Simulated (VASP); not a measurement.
Pt:

```xyz
1
Lattice="-1.5550 1.5550 1.5550 1.5550 -1.5550 1.5550 1.5550 1.5550 -1.5550" Properties=species:S:1:pos:R:3 pbc="T T T"
Pt    0.0000    0.0000    0.0000
```

This isn't the form of Pt at room conditions, which is fcc.

* Program: VASP 6.6.1
* Task: relaxation of cell and atoms
* Functional: PBE
* Potentials or basis: VASP PAW PBE potentials, release 64 (Pt)
* Cutoff: 500 eV
* k mesh: 10 × 10 × 10
* Occupations: gaussian, width 0.1 eV
* Spin: no spin polarisation

At the start: pressure 13.3 GPa; volume 15.04 Å³/atom.

Task: Where does the relaxation end?

Result: Over 4 steps the energy falls by 30.3 meV/atom and the volume is 15.81 Å³/atom (+5.1 %); space group Im-3m (No. 229, to 0.1 Å) before and after.

The path:
```
step  energy change (eV)  largest force (eV/Å)  pressure (GPa)  volume (Å³)
   1              0.0000                0.0000           13.33        15.04
   2              0.1323                0.0000          -21.33        17.93
   3             -0.0302                0.0000           -0.52        15.84
   4             -0.0303                0.0000           -0.05        15.81
```

Final structure:
```
Pt
1.0
    -1.58105    1.58105    1.58105
     1.58105   -1.58105    1.58105
     1.58105    1.58105   -1.58105
Pt
1
Direct
  0.00000 0.00000 0.00000
```
